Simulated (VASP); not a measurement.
# I (Fm-3m) in VASP: a series of runs, part 2 of 2

VASP 6.6.1. Earlier steps stand in the parts before.

## (3) Single point, PBE

This run uses another cell than the first one, of 35.00 Å³/atom.

Input file INCAR:

```
PREC = Accurate
ENCUT = 500
EDIFF = 1E-6
ISMEAR = -1
SIGMA = 0.15
LREAL = F
LASPH = T
NELM = 120
ALGO = Normal
ISIF = 2
LWAVE = F
LCHARG = T
GGA = PE
LELF = T
LVHAR = T
NBANDS = 10
GGA_COMPAT = F
```

Input file KPOINTS:

```
Automatic mesh
0
Gamma
  4 4 4
```

Input file POSCAR:

```
I
1.0
    0.0000000000      2.5962000000      2.5962000000
    2.5962000000      0.0000000000      2.5962000000
    2.5962000000      2.5962000000      0.0000000000
I
1
Direct
    0.0000000000      0.0000000000      0.0000000000
```

Potentials or basis: VASP PAW PBE potentials, release 64 (I).

Command:

```sh
$ cat potpaw_PBE.64/I/POTCAR > POTCAR
$ mpirun -np 1 vasp_std > vasp.out
```

OUTCAR:

```text
PREC = Accurate
   ENCUT = 500
   EDIFF = 1E-6
   ISMEAR = -1
   LREAL = F
   LASPH = T
   NELM = 120
   ISIF = 2
   GGA = PE

 ion  position               nearest neighbor table
   1  0.000  0.000  0.000-

  LATTYP: Found a face centered cubic cell.
 ALAT       =     5.1924000000

  Lattice vectors:

 A1 = (   0.0000000000,   2.5962000000,   2.5962000000)
 A2 = (   2.5962000000,   0.0000000000,   2.5962000000)
 A3 = (   2.5962000000,   2.5962000000,   0.0000000000)

Analysis of symmetry for initial positions (statically):
=====================================================================
 Subroutine PRICEL returns:
 Original cell was already a primitive cell.

 Routine SETGRP: Setting up the symmetry group for a
 face centered cubic supercell.

 Subroutine GETGRP returns: Found 48 space group operations
 (whereof 48 operations were pure point group operations)
 out of a pool of 48 trial point group operations.

The static configuration has the point symmetry O_h .

Analysis of symmetry for dynamics (positions and initial velocities):
=====================================================================
 Subroutine PRICEL returns:
 Original cell was already a primitive cell.

 Routine SETGRP: Setting up the symmetry group for a
 face centered cubic supercell.

 Subroutine GETGRP returns: Found 48 space group operations
 (whereof 48 operations were pure point group operations)
 out of a pool of 48 trial point group operations.

The dynamic configuration has the point symmetry O_h .

 Subroutine INISYM returns: Found 48 space group operations
 (whereof 48 operations are pure point group operations),
 and found     1 'primitive' translations

----------------------------------------------------------------------------------------

                                     Primitive cell

  volume of cell :      34.9981

  direct lattice vectors                    reciprocal lattice vectors
     0.000000000  2.596200000  2.596200000    -0.192589169  0.192589169  0.192589169
     2.596200000  0.000000000  2.596200000     0.192589169 -0.192589169  0.192589169
     2.596200000  2.596200000  0.000000000     0.192589169  0.192589169 -0.192589169

  length of vectors
     3.671581251  3.671581251  3.671581251     0.333574225  0.333574225  0.333574225

  position of ions in fractional coordinates (direct lattice)
     0.000000000  0.000000000  0.000000000

  ion indices of the primitive-cell ions
   primitive index   ion index
                 1           1

----------------------------------------------------------------------------------------

 KPOINTS: Automatic mesh

Automatic generation of k-mesh.
 Grid dimensions read from file:
 generate k-points for:    4    4    4

 Generating k-lattice:

  Cartesian coordinates                     Fractional coordinates (reciprocal lattice)
    -0.048147292  0.048147292  0.048147292     0.250000000  0.000000000  0.000000000
     0.048147292 -0.048147292  0.048147292     0.000000000  0.250000000  0.000000000
     0.048147292  0.048147292 -0.048147292     0.000000000  0.000000000  0.250000000

  Length of vectors
     0.083393556  0.083393556  0.083393556

  Shift w.r.t. Gamma in fractional coordinates (k-lattice)
     0.000000000  0.000000000  0.000000000

 Subroutine IBZKPT returns following result:
 ===========================================

 Found      8 irreducible k-points:

 Following reciprocal coordinates:
            Coordinates               Weight
  0.000000  0.000000  0.000000      1.000000
  0.250000  0.000000  0.000000      8.000000
  0.500000  0.000000  0.000000      4.000000
  0.250000  0.250000  0.000000      6.000000
  0.500000  0.250000  0.000000     24.000000
 -0.250000  0.250000  0.000000     12.000000
  0.500000  0.500000  0.000000      3.000000
 -0.250000  0.500000  0.250000      6.000000
   k-points           NKPTS =      8   k-points in BZ     NKDIM =      8   number of bands    NBANDS=     10
   number of dos      NEDOS =    301   number of ions     NIONS =      1
   total plane-waves  NPLWV =  21952
   dimension x,y,z NGX =    28 NGY =   28 NGZ =   28
   dimension x,y,z NGXF=    56 NGYF=   56 NGZF=   56
   ions per type =               1
   NGX,Y,Z   is equivalent  to a cutoff of  12.68, 12.68, 12.68 a.u.
   NGXF,Y,Z  is equivalent  to a cutoff of  25.36, 25.36, 25.36 a.u.
 SYSTEM =  unknown system
   PREC   = accura    normal or accurate (medium, high low for compatibility)
   ISTART =      0    job   : 0-new  1-cont  2-samecut
   ICHARG =      2    charge: 1-file 2-atom 10-const
   ISPIN  =      1    spin polarized calculation?
   LNONCOLLINEAR =      F non collinear calculations
   LSORBIT =      F    spin-orbit coupling
   LASPH  =      T    aspherical Exc in radial PAW
   ENCUT  =  500.0 eV  36.75 Ry    6.06 a.u.   6.69  6.69  6.69*2*pi/ulx,y,z
   NELM   =    120;   NELMIN=  2; NELMDL= -5     # of ELM steps
   EDIFF  = 0.1E-05   stopping-criterion for ELM
   LREAL  =      F    real-space projection
   EDIFFG = 0.1E-04   stopping-criterion for IOM
   NSW    =      0    number of steps for IOM
   IBRION =     -1    ionic relax: 0-MD 1-quasi-New 2-CG
   NFREE  =      0    steps in history (QN), initial steepest desc. (CG)
   ISIF   =      2    stress and relaxation
   ISYM   =      2    0-nonsym 1-usesym 2-fastsym
   POTIM  = 0.5000    time-step for ionic-motion
   TEBEG  =    0.0;   TEEND  =   0.0 temperature during run
   PSTRESS=    0.0 pullay stress
   NELECT =       7.0000    total number of electrons
   NUPDOWN=      -1.0000    fix difference up-down
   EMIN   =  10.00;   EMAX   =-10.00  energy-range for DOS
   EFERMI =   0.00;   METHOD = LEGACY
   ISMEAR =    -1;   SIGMA  =   0.15  broadening in eV -4-tet -1-fermi 0-gaus
   EFERMI_NEDOS =   21; number of points for ismear=-14 and -15
   IALGO  =     38    algorithm
   IMIX   =      4    mixing-type and parameters
     AMIX     =   0.40;   BMIX     =  1.00
     AMIX_MAG =   1.60;   BMIX_MAG =  1.00
  volume/ion in A,a.u.               =      35.00       236.18
  Fermi-wavevector in a.u.,A,eV,Ry     =   0.957398  1.809221 12.471259  0.916612
  Thomas-Fermi vector in A             =   2.086413
   LORBIT       =      0    0 simple, 1 ext, 2 COOP (PROOUT), +10 PAW based schemes
   GGA     = PE    functional components
   LHFCALC =     F    Hartree Fock is set to
   AEXX    =    0.0000 exact exchange contribution
   IVDW    =     0    specifies the selected vdW correction
   LEPSILON=     F    determine dielectric tensor
   LRPA    =     F    only Hartree local field effects (RPA)
 non-spin polarized calculation
  energy-cutoff  :      500.00
  volume of cell :       35.00
 maximum number of plane-waves:       896
 NGX is ok and might be reduce to    28
   NGX = 13   NGY = 13   NGZ = 13

 number of electron       6.9999999 magnetization

 Free energy of the ion-electron system (eV)
  ---------------------------------------------------
  ext. energy  EPLUGINS =         0.00000000
  ---------------------------------------------------
  free energy    TOTEN  =        -1.18030916 eV

  energy without entropy =       -1.08415317  energy(sigma->0) =       -1.13223117

 E-fermi :   4.6467     XC(G=0):  -9.1140

 val. band max:        4.2465138015   @ k =   0.2500   0.2500   0.0000
 cond. band min:       4.7133888609   @ k =  -0.2500   0.2500   0.0000
 fundamental gap:      0.4668750594
 Fermi energy:         4.6466784271

 k-point     1 :       0.0000    0.0000    0.0000
  band No.  band energies     occupation
      1      -8.9272      2.00000
      2       5.4835      0.00753
      3       5.4835      0.00753
      4       5.4835      0.00753
      5      11.6720      0.00000
      6      14.1361      0.00000
      7      14.1361      0.00000
      8      14.1361      0.00000
      9      16.2769      0.00000
     10      17.8771      0.00000

 k-point     2 :       0.2500    0.0000    0.0000
  band No.  band energies     occupation
      1      -8.3165      2.00000
      2       2.3174      2.00000
      3       5.0912      0.09820
      4       5.0912      0.09820
      5      11.7326      0.00000
      6      14.4158      0.00000
      7      14.4158      0.00000
      8      15.5173      0.00000
      9      16.9851      0.00000
     10      16.9852      0.00000
[... 66 lines left out ...]
 k-point     8 :      -0.2500    0.5000    0.2500
  band No.  band energies     occupation
      1      -6.9629      2.00000
      2       1.5373      2.00000
      3       1.5373      2.00000
      4       2.7927      1.99999
      5      11.9556      0.00000
      6      14.2113      0.00000
      7      14.2113      0.00000
      8      15.3603      0.00000
      9      22.2390      0.00000
     10      22.2804      0.00000

------------------------ aborting loop because EDIFF is reached ----------------------------------------

  FORCE on cell =-STRESS in cart. coord.  units (eV):
  Direction    XX          YY          ZZ          XY          YZ          ZX
  --------------------------------------------------------------------------------------
  -------------------------------------------------------------------------------------
  Total       -0.0035448     -0.0035448     -0.0035448      0.0000000     -0.0000000      0.0000000
  in kB       -0.1622764     -0.1622764     -0.1622764      0.0000000     -0.0000000      0.0000000
  external PRESSURE =      -0.1622764 kB  Pullay stress =       0.0000000 kB

 VOLUME and BASIS-vectors are now :
 -----------------------------------------------------------------------------
  energy-cutoff  :      500.00
  volume of cell :       35.00
      direct lattice vectors                 reciprocal lattice vectors
     0.000000000  2.596200000  2.596200000    -0.192589169  0.192589169  0.192589169
     2.596200000  0.000000000  2.596200000     0.192589169 -0.192589169  0.192589169
     2.596200000  2.596200000  0.000000000     0.192589169  0.192589169 -0.192589169

 POSITION                                       TOTAL-FORCE (eV/Angst)
 -----------------------------------------------------------------------------------
      0.00000      0.00000      0.00000         0.000000      0.000000      0.000000
 -----------------------------------------------------------------------------------
    total drift:                                0.000000      0.000000      0.000000

  FREE ENERGIE OF THE ION-ELECTRON SYSTEM (eV)
  ---------------------------------------------------
  free  energy   TOTEN  =        -1.1803091619 eV

  energy  without entropy=       -1.0841531700  energy(sigma->0) =       -1.13223117
```

OSZICAR:

```text
N       E                     dE             d eps       ncg     rms          rms(c)
DAV:   1     0.177643103611E+02    0.17764E+02   -0.29072E+03   160   0.512E+02
DAV:   2    -0.644961772707E+00   -0.18409E+02   -0.18100E+02   234   0.773E+01
DAV:   3    -0.117616360881E+01   -0.53120E+00   -0.52696E+00   192   0.135E+01
DAV:   4    -0.118034802960E+01   -0.41844E-02   -0.41832E-02   226   0.159E+00
DAV:   5    -0.118040647669E+01   -0.58447E-04   -0.58447E-04   202   0.171E-01    0.341E+00
DAV:   6    -0.118000117354E+01    0.40530E-03   -0.16740E-03   202   0.202E-01    0.208E+00
DAV:   7    -0.118031664113E+01   -0.31547E-03   -0.31965E-03   194   0.288E-01    0.115E-01
DAV:   8    -0.118030928360E+01    0.73575E-05   -0.15862E-04   196   0.614E-02    0.151E-02
DAV:   9    -0.118030916187E+01    0.12174E-06   -0.27268E-06   220   0.115E-02
   1 F= -.11803092E+01 E0= -.11322312E+01  d E =-.961560E-01
```

It took 9.4 s on 1 thread of Intel Xeon 8259CL, shared host; peak memory 0.15 GiB.

Results:

```yaml
Free_energy: -1.1803 eV
Pressure: 0.0 GPa
Band_gap_on_the_k_mesh: zero (an odd number of electrons rules out a gap without spin polarisation)
```

Caveat: the k points lie up to 0.52 Å⁻¹ apart, too coarse for converged energies and pressures of a metal; spin-orbit coupling is left out, which moves the levels of the heavy elements; an odd number of electrons without spin polarisation forces a metal; a magnetic or distorted state may lie lower.

## (4) Single point, PBE, non-collinear spin, zero start, spin-orbit coupling

Input file INCAR:

```
ALGO = Normal
EDIFF = 1E-6
ENCUT = 500
GGA = PE
GGA_COMPAT = False
ISIF = 2
ISMEAR = -1
LASPH = True
LCHARG = False
LORBIT = 11
LORBMOM = True
LREAL = False
LSORBIT = True
LWAVE = False
MAGMOM = 0 0 0
NBANDS = 18
NELM = 200
PREC = Accurate
SIGMA = 0.15
```

Input file KPOINTS:

```
k-points
0
Gamma
  4 4 4
```

Input file POSCAR:

```
I
1.0
    0.0000000000      2.5787753100      2.5787753100
    2.5787753100      0.0000000000      2.5787753100
    2.5787753100      2.5787753100      0.0000000000
I
1
Direct
    0.0000000000      0.0000000000      0.0000000000
```

Potentials or basis: VASP PAW PBE potentials, release 64 (I).

Command:

```sh
$ cat potpaw_PBE.64/I/POTCAR > POTCAR
$ mpirun -np 1 vasp_ncl > vasp.out
```

OUTCAR:

```text
EDIFF = 1E-6
   ENCUT = 500
   GGA = PE
   ISIF = 2
   ISMEAR = -1
   LASPH = True
   LORBIT = 11
   LREAL = False
   LSORBIT = True
   NELM = 200
   PREC = Accurate

 ion  position               nearest neighbor table
   1  0.000  0.000  0.000-

  LATTYP: Found a face centered cubic cell.
 ALAT       =     5.1575506200

  Lattice vectors:

 A1 = (   0.0000000000,   2.5787753100,   2.5787753100)
 A2 = (   2.5787753100,   0.0000000000,   2.5787753100)
 A3 = (   2.5787753100,   2.5787753100,   0.0000000000)

Analysis of symmetry for initial positions (statically):
=====================================================================
 Subroutine PRICEL returns:
 Original cell was already a primitive cell.

 Routine SETGRP: Setting up the symmetry group for a
 face centered cubic supercell.

 Subroutine GETGRP returns: Found 48 space group operations
 (whereof 48 operations were pure point group operations)
 out of a pool of 48 trial point group operations.

The static configuration has the point symmetry O_h .

Analysis of symmetry for dynamics (positions and initial velocities):
=====================================================================
 Subroutine PRICEL returns:
 Original cell was already a primitive cell.

[... 357 lines left out ...]
  free  energy   TOTEN  =        -1.3806387275 eV

  energy  without entropy=       -1.2789377534  energy(sigma->0) =       -1.32978824

 orbital moment (x)

 # of ion     p       d       tot
 ----------------------------------------
  1         0.000   0.000   0.000
 ----------------------------------------
            0.000   0.000   0.000

 orbital moment (y)

 # of ion     p       d       tot
 ----------------------------------------
  1         0.000  -0.000  -0.000
 ----------------------------------------
            0.000  -0.000  -0.000

 orbital moment (z)

 # of ion     p       d       tot
 ----------------------------------------
  1         0.000  -0.000  -0.000
 ----------------------------------------
            0.000  -0.000  -0.000

 Spin-Orbit-Coupling matrix elements

 Ion:    1  E_soc:     -0.4143814
 l=   1
     0.0000000    -0.0689780    -0.0689780
    -0.0689780     0.0000000    -0.0689780
    -0.0689780    -0.0689780     0.0000000
 l=   2
     0.0000000    -0.0000191     0.0000000    -0.0000191    -0.0000665
    -0.0000191     0.0000000    -0.0000499    -0.0000191    -0.0000166
     0.0000000    -0.0000499     0.0000000    -0.0000499     0.0000000
    -0.0000191    -0.0000191    -0.0000499     0.0000000    -0.0000166
    -0.0000665    -0.0000166     0.0000000    -0.0000166     0.0000000
 l=   3
     0.0000000     0.0000000     0.0000000     0.0000000     0.0000000     0.0000000     0.0000000
     0.0000000     0.0000000     0.0000000     0.0000000     0.0000000     0.0000000     0.0000000
     0.0000000     0.0000000     0.0000000     0.0000000     0.0000000     0.0000000     0.0000000
     0.0000000     0.0000000     0.0000000     0.0000000     0.0000000     0.0000000     0.0000000
     0.0000000     0.0000000     0.0000000     0.0000000     0.0000000     0.0000000     0.0000000
     0.0000000     0.0000000     0.0000000     0.0000000     0.0000000     0.0000000     0.0000000
     0.0000000     0.0000000     0.0000000     0.0000000     0.0000000     0.0000000     0.0000000

 total charge

# of ion       s       p       d       tot
------------------------------------------
    1        1.546   2.597   0.022   4.165

 magnetization (x)

# of ion       s       p       d       tot
------------------------------------------
    1       -0.000   0.000   0.000  -0.000

 magnetization (y)

# of ion       s       p       d       tot
------------------------------------------
    1        0.000  -0.000  -0.000   0.000

 magnetization (z)

# of ion       s       p       d       tot
------------------------------------------
    1        0.000   0.000   0.000   0.000
```

OSZICAR:

```text
N       E                     dE             d eps       ncg     rms          rms(c)
DAV:   1     0.269761709569E+02    0.26976E+02   -0.25145E+03   288   0.609E+02
DAV:   2     0.213257103187E+00   -0.26763E+02   -0.25321E+02   426   0.108E+02
DAV:   3    -0.135672647201E+01   -0.15700E+01   -0.15490E+01   368   0.253E+01
DAV:   4    -0.137878232027E+01   -0.22056E-01   -0.22051E-01   364   0.373E+00
DAV:   5    -0.137921009074E+01   -0.42777E-03   -0.42775E-03   354   0.479E-01    0.443E+00
DAV:   6    -0.137996124701E+01   -0.75116E-03   -0.55752E-04   358   0.174E-01    0.268E+00
DAV:   7    -0.138045372868E+01   -0.49248E-03   -0.33698E-04   342   0.136E-01    0.142E+00
DAV:   8    -0.138062986864E+01   -0.17614E-03   -0.15043E-04   348   0.931E-02    0.385E-02
DAV:   9    -0.138063703189E+01   -0.71633E-05   -0.57441E-06   334   0.175E-02    0.141E-02
DAV:  10    -0.138063878048E+01   -0.17486E-05   -0.16074E-06   340   0.976E-03    0.372E-03
DAV:  11    -0.138063872755E+01    0.52936E-07   -0.44059E-08   198   0.167E-03
   1 F= -.13806387E+01 E0= -.13297882E+01  d E =-.101701E+00  mag=    -0.0000    -0.0000     0.0000
```

stdout:

```text
POSCAR found type information on POSCAR I
 POSCAR found :  1 types and       1 ions
 scaLAPACK will be used
 LDA part: xc-table for (Slater+PW92), standard interpolation
 POSCAR, INCAR and KPOINTS ok, starting setup
 FFT: planning ... GRIDC
 FFT: planning ... GRID_SOFT
 FFT: planning ... GRID
 WAVECAR not read
 entering main loop
```

It took 36 s on 1 thread of Intel Xeon 8259CL, shared host; peak memory 0.23 GiB.

What came out:

```
Free energy                                           : -1.3806 eV
Pressure                                              : 1.4 GPa
Net moment                                            : 0.00 μB per cell
Valence electrons inside the program's atomic spheres : I 4.17
```

Moments on the atoms (μB; x, y, z):
```
I   0.00 0.00 0.00
```

Caveat: the k points lie up to 0.53 Å⁻¹ apart.

## (5) The runs side by side

| spin | cell | gap on the mesh (eV) | pressure (GPa) |
| --- | --- | --- | --- |
| off | a = 3.647 Å, angles 60.0°, 1 atom | none | 0.5 |
| off | a = 3.672 Å, angles 60.0°, 1 atom | none | 0.0 |
| non-collinear, zero start, SOC | a = 3.647 Å, angles 60.0°, 1 atom | - | 1.4 |

Alike in all rows: task single point; level PBE; potentials or basis VASP PAW PBE potentials, release 64 (I); k mesh 4 × 4 × 4; cutoff (eV) 500; smearing fermi-dirac 0.15 eV.

Caveats: all runs use coarse meshes; spin-orbit coupling is left out, which moves the levels of the heavy elements (at least some runs); an odd number of electrons without spin polarisation forces a metal (at least some runs); a magnetic or distorted state may lie lower (at least some runs).

Absolute energies hang on the potentials; compare differences alone.
